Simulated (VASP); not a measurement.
# TiSi2 (P1) in VASP: single point with PBEsol

Aim: the single point of TiSi2 with PBEsol.

Everything below comes from runs of VASP 6.6.1. Logs are shortened: lines on timing, memory, paths and dates and some standing lists are left out, and cuts for length are marked.

## Step 1: The cell of the first run

The typed cell holds 6 atoms: a = 5.898 Å, b = 4.870 Å, c = 4.733 Å, α = 75.76°, β = 53.16°, γ = 51.07°.

## Step 2: Single point, PBEsol (atoms moved at random)

Input file INCAR:

```
SYSTEM = TiSi2
  PREC = Accurate
  ENCUT = 520
  EDIFF = 1E-7
  ISMEAR = 0
  SIGMA = 0.15
  LREAL = .FALSE.
  LASPH = .TRUE.
  NELM = 60
  ALGO = Normal
  ISIF = 2
  LWAVE = .FALSE.
  LCHARG = .TRUE.
  GGA = PS
  LELF = .TRUE.
  LVHAR = .TRUE.
  NBANDS = 29
```

Input file KPOINTS:

```
Automatic mesh
0
G
  10 10 10
  0 0 0
```

Input file POSCAR:

```
TiSi2
1.0
    0.0000000000      4.0910612953      4.2480470636
    2.3808780418      0.0000000000      4.2480470636
    2.3808780418      4.0910612953      0.0000000000
Ti Si
2 4
Direct
    0.7699459589      0.7030222157      0.7236532992
    0.5296735083      0.4814754970      0.4612282877
    0.1118991314      0.4487645523      0.0541495384
    0.3454966106      0.0878804100      0.4205336634
    0.1903714901      0.8038744004      0.1742414104
    0.8026133007      0.2249829245      0.9161938009
```

Potentials or basis: VASP PAW PBE potentials, release 64 (Ti_sv, Si).

Run with:

```bash
$ cat potpaw_PBE.64/Ti_sv/POTCAR potpaw_PBE.64/Si/POTCAR > POTCAR
$ mpirun -np 1 vasp_std > vasp.out
```

OUTCAR:

```text
SYSTEM = TiSi2
   PREC = Accurate
   ENCUT = 520
   EDIFF = 1E-7
   ISMEAR = 0
   LREAL = .FALSE.
   LASPH = .TRUE.
   NELM = 60
   ISIF = 2
   GGA = PS

 ion  position               nearest neighbor table
   1  0.770  0.703  0.724-   6 2.21   4 2.46   5 2.48   5 2.51   3 2.60   3 2.78   4 2.81   3 2.92
                             4 2.99
   2  0.530  0.481  0.461-   6 2.21   4 2.42   3 2.44   5 2.56   3 2.66   5 2.76   4 2.82   5 2.90
                             6 3.02
   3  0.112  0.449  0.054-   5 2.31   2 2.44   4 2.51   1 2.60   2 2.66   1 2.78   5 2.83   1 2.92
                             4 2.93   4 2.95   6 3.04   6 3.10   6 3.13
   4  0.345  0.088  0.421-   6 2.30   2 2.42   1 2.46   3 2.51   6 2.68   5 2.79   1 2.81   2 2.82
                             3 2.93   3 2.95   1 2.99   5 3.10
   5  0.190  0.804  0.174-   3 2.31   6 2.47   1 2.48   1 2.51   2 2.56   6 2.67   2 2.76   4 2.79
                             3 2.83   2 2.90   4 3.10   6 3.13
   6  0.803  0.225  0.916-   2 2.21   1 2.21   4 2.30   5 2.47   5 2.67   4 2.68   2 3.02   3 3.04
                             3 3.10   5 3.13   3 3.13

  LATTYP: Found a face centered orthorhombic cell.
 ALAT       =     4.7617560836
 B/A-ratio  =     1.7182993935
 C/A-ratio  =     1.7842354749

  Lattice vectors:

 A1 = (   0.0000000000,   4.0910612953,   4.2480470636)
 A2 = (   2.3808780418,   0.0000000000,   4.2480470636)
 A3 = (   2.3808780418,   4.0910612953,   0.0000000000)

Analysis of symmetry for initial positions (statically):
=====================================================================
 Subroutine PRICEL returns:
 Original cell was already a primitive cell.

 Routine SETGRP: Setting up the symmetry group for a
 face centered orthorhombic supercell.

 Subroutine GETGRP returns: Found  1 space group operations
 (whereof  1 operations were pure point group operations)
 out of a pool of  8 trial point group operations.

The static configuration has the point symmetry C_1 .

Analysis of symmetry for dynamics (positions and initial velocities):
=====================================================================
 Subroutine PRICEL returns:
 Original cell was already a primitive cell.

 Routine SETGRP: Setting up the symmetry group for a
 face centered orthorhombic supercell.

 Subroutine GETGRP returns: Found  1 space group operations
 (whereof  1 operations were pure point group operations)
 out of a pool of  8 trial point group operations.

The dynamic configuration has the point symmetry C_1 .

 Subroutine INISYM returns: Found  1 space group operations
 (whereof  1 operations are pure point group operations),
 and found     1 'primitive' translations

[... 102 lines left out ...]
   EDIFF  = 0.1E-06   stopping-criterion for ELM
   LREAL  =      F    real-space projection
   EDIFFG = 0.1E-05   stopping-criterion for IOM
   NSW    =      0    number of steps for IOM
   IBRION =     -1    ionic relax: 0-MD 1-quasi-New 2-CG
   NFREE  =      0    steps in history (QN), initial steepest desc. (CG)
   ISIF   =      2    stress and relaxation
   ISYM   =      2    0-nonsym 1-usesym 2-fastsym
   POTIM  = 0.5000    time-step for ionic-motion
   TEBEG  =    0.0;   TEEND  =   0.0 temperature during run
   PSTRESS=    0.0 pullay stress
   NELECT =      40.0000    total number of electrons
   NUPDOWN=      -1.0000    fix difference up-down
   EMIN   =  10.00;   EMAX   =-10.00  energy-range for DOS
   EFERMI =   0.00;   METHOD = LEGACY
   ISMEAR =     0;   SIGMA  =   0.15  broadening in eV -4-tet -1-fermi 0-gaus
   EFERMI_NEDOS =   21; number of points for ismear=-14 and -15
   IALGO  =     38    algorithm
   IMIX   =      4    mixing-type and parameters
     AMIX     =   0.40;   BMIX     =  1.00
     AMIX_MAG =   1.60;   BMIX_MAG =  1.00
  volume/ion in A,a.u.               =      13.79        93.08
  Fermi-wavevector in a.u.,A,eV,Ry     =   1.284786  2.427893 22.458786  1.650674
  Thomas-Fermi vector in A             =   2.416959
   LORBIT       =      0    0 simple, 1 ext, 2 COOP (PROOUT), +10 PAW based schemes
   GGA     = PS    functional components
   LHFCALC =     F    Hartree Fock is set to
   AEXX    =    0.0000 exact exchange contribution
   IVDW    =     0    specifies the selected vdW correction
   LEPSILON=     F    determine dielectric tensor
   LRPA    =     F    only Hartree local field effects (RPA)
 non-spin polarized calculation
 Gauss-broadening in eV      SIGMA  =   0.15
  energy-cutoff  :      520.00
  volume of cell :       82.75
 maximum number of plane-waves:      2264
 NGX is ok and might be reduce to    48
   NGX = 21   NGY = 19   NGZ = 17

 number of electron      40.0000000 magnetization

 Free energy of the ion-electron system (eV)
  ---------------------------------------------------
  ext. energy  EPLUGINS =         0.00000000
  ---------------------------------------------------
  free energy    TOTEN  =       -41.23028352 eV

  energy without entropy =      -41.20191902  energy(sigma->0) =      -41.21610127

 E-fermi :  10.1790     XC(G=0): -11.8291

 val. band max:       10.1762194897   @ k =   0.4000   0.0000   0.2000
 cond. band min:      10.1789923038   @ k =   0.4000   0.2000   0.0000
 fundamental gap:      0.0027728141
 Fermi energy:        10.1789570906

 k-point     1 :       0.0000    0.0000    0.0000
  band No.  band energies     occupation
      1     -45.7318      2.00000
      2     -45.5941      2.00000
      3     -22.2823      2.00000
      4     -22.2080      2.00000
      5     -22.1630      2.00000
      6     -22.0745      2.00000
[... 757 lines left out ...]
     28      13.9608      0.00000
     29      14.3230      0.00000

 [... further k-points ...]
[... 5 lines left out ...]
  --------------------------------------------------------------------------------------
  -------------------------------------------------------------------------------------
  Total        8.5659637      3.2376786      7.5406469      0.5892838     -3.5895807      0.2794060
  in kB      165.8419365     62.6833011    145.9912187     11.4088704    -69.4963277      5.4094584
  external PRESSURE =     124.8388187 kB  Pullay stress =       0.0000000 kB

 VOLUME and BASIS-vectors are now :
 -----------------------------------------------------------------------------
  energy-cutoff  :      520.00
  volume of cell :       82.75
      direct lattice vectors                 reciprocal lattice vectors
     0.000000000  4.091061295  4.248047064    -0.210006557  0.122217675  0.117701144
     2.380878042  0.000000000  4.248047064     0.210006557 -0.122217675  0.117701144
     2.380878042  4.091061295  0.000000000     0.210006557  0.122217675 -0.117701144

 POSITION                                       TOTAL-FORCE (eV/Angst)
 -----------------------------------------------------------------------------------
      3.39674      6.11041      6.25724         2.690110     -1.157563      3.656616
      2.24446      4.05384      4.29541         2.413700      2.683091     -0.556138
      1.19738      0.67932      2.38173        -0.477594     -0.719982     -2.069117
      1.21047      3.13388      1.84101        -1.054747      0.991570      2.123246
      2.32877      1.49165      4.22360         1.141605     -1.288168      0.696140
      2.71700      7.03175      4.36528        -4.713073     -0.508948     -3.850747
 -----------------------------------------------------------------------------------
    total drift:                               -0.000023     -0.000081      0.000037

  FREE ENERGIE OF THE ION-ELECTRON SYSTEM (eV)
  ---------------------------------------------------
  free  energy   TOTEN  =       -41.2302835216 eV

  energy  without entropy=      -41.2019190179  energy(sigma->0) =      -41.21610127
```

OSZICAR:

```text
N       E                     dE             d eps       ncg     rms          rms(c)
DAV:   1     0.393666068364E+03    0.39367E+03   -0.18824E+04 29232   0.147E+03
DAV:   2     0.148314582673E+01   -0.39218E+03   -0.38142E+03 29412   0.432E+02
DAV:   3    -0.411947552476E+02   -0.42678E+02   -0.41838E+02 48873   0.121E+02
DAV:   4    -0.446924484237E+02   -0.34977E+01   -0.34736E+01 41319   0.309E+01
DAV:   5    -0.448918726207E+02   -0.19942E+00   -0.19936E+00 43998   0.649E+00    0.209E+01
DAV:   6    -0.418924540975E+02    0.29994E+01   -0.29781E+01 40819   0.408E+01    0.746E+00
DAV:   7    -0.413404495272E+02    0.55200E+00   -0.62886E+00 39402   0.190E+01    0.612E+00
DAV:   8    -0.413187863750E+02    0.21663E-01   -0.12509E+00 39735   0.111E+01    0.271E+00
DAV:   9    -0.412326834871E+02    0.86103E-01   -0.68370E-01 44214   0.548E+00    0.883E-01
DAV:  10    -0.412295928409E+02    0.30906E-02   -0.55690E-02 41488   0.232E+00    0.413E-01
DAV:  11    -0.412303592326E+02   -0.76639E-03   -0.62569E-03 38454   0.623E-01    0.120E-01
DAV:  12    -0.412302847116E+02    0.74521E-04   -0.70835E-04 42826   0.198E-01    0.682E-02
DAV:  13    -0.412302858552E+02   -0.11437E-05   -0.11450E-04 42032   0.775E-02    0.107E-02
DAV:  14    -0.412302835833E+02    0.22719E-05   -0.73801E-06 42779   0.277E-02    0.547E-03
DAV:  15    -0.412302835216E+02    0.61675E-07   -0.58945E-07 36342   0.536E-03
   1 F= -.41230284E+02 E0= -.41216101E+02  d E =-.283645E-01
```

stdout:

```text
POSCAR found type information on POSCAR TiSi
 POSCAR found :  2 types and       6 ions
 scaLAPACK will be used
 -----------------------------------------------------------------------------
|                                                                             |
|                                                                             |
|     You enforced a specific xc type in the INCAR file but a different       |
|     I HOPE YOU KNOW WHAT YOU ARE DOING!                                     |
|                                                                             |
 -----------------------------------------------------------------------------

 LDA part: xc-table for (Slater+PW92), standard interpolation
 POSCAR, INCAR and KPOINTS ok, starting setup
 FFT: planning ... GRIDC
 FFT: planning ... GRID_SOFT
 FFT: planning ... GRID
 WAVECAR not read
 entering main loop
```

Run time: 9 min. Hardware: 1 thread of Intel Xeon 6975P-C (Granite Rapids), shared host; peak memory 0.98 GiB.

What came out:

```yaml
Free_energy: -41.2303 eV
Pressure: 12.5 GPa
Largest_force: 6.107 eV/Å
Band_gap_on_the_k_mesh: zero (bands 20 and 21 overlap by 1.36 eV)
```

Forces on the atoms (eV/Å):
```
Ti   2.690 -1.158  3.657
Ti   2.414  2.683 -0.556
Si  -0.478 -0.720 -2.069
Si  -1.055  0.992  2.123
Si   1.142 -1.288  0.696
Si  -4.713 -0.509 -3.851
```

Stress tensor (GPa, compression positive):
```
16.58  1.14  0.54
 1.14  6.27 -6.95
 0.54 -6.95 14.60
```

Caveat: the cell differs from its parent crystal (atoms moved at random); the stress differs along the axes, from 6 to 17 GPa; the PAW data sets were made with another functional, which shifts forces and pressure a little.
